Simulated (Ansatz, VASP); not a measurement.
# Ru: VASP beside Ansatz

```
CELL_PARAMETERS angstrom
2.65202 0.00000 0.00000
-1.32601 2.29672 0.00000
0.00000 0.00000 4.40419
ATOMIC_POSITIONS crystal
Ru 0.33333 0.66667 0.25000
Ru 0.66667 0.33333 0.75000
```

Change from the starting cell: strain -0.025 along x and y, +0.025 along z, atoms carried along.

Alike in both runs: task single point; functional PBE; k mesh 24 × 24 × 14; occupations gaussian, width 0.15 eV; no spin polarisation.

|  | VASP | Ansatz |
| --- | --- | --- |
| version | VASP 6.6.1 | Ansatz 0.2.0 |
| potentials or method | VASP PAW PBE potentials, release 64 (Ru_pv), cutoff 520 eV | scalar-relativistic, plane waves, PAW |
| valence electrons in the cell | 28 | 32 |

Ansatz gave:

- gap on the k mesh at the Fermi level (eV): none
- pressure (GPa): 9.0
- traceless stress, the component that is largest in VASP (GPa): -16.42

Q: Which values does VASP return?

A: gap on the k mesh at the Fermi level (eV): none; pressure (GPa): 8.9; traceless stress, the component that is largest in VASP (GPa): -16.41.

A gap of «none» marks a metal or a gap that the smearing closes. The functional is the same, so the differences come from potentials, cutoffs and numerics. VASP's potentials hold 28 valence electrons a cell and Ansatz's 32, so a difference there can come from the potentials and not from the codes.
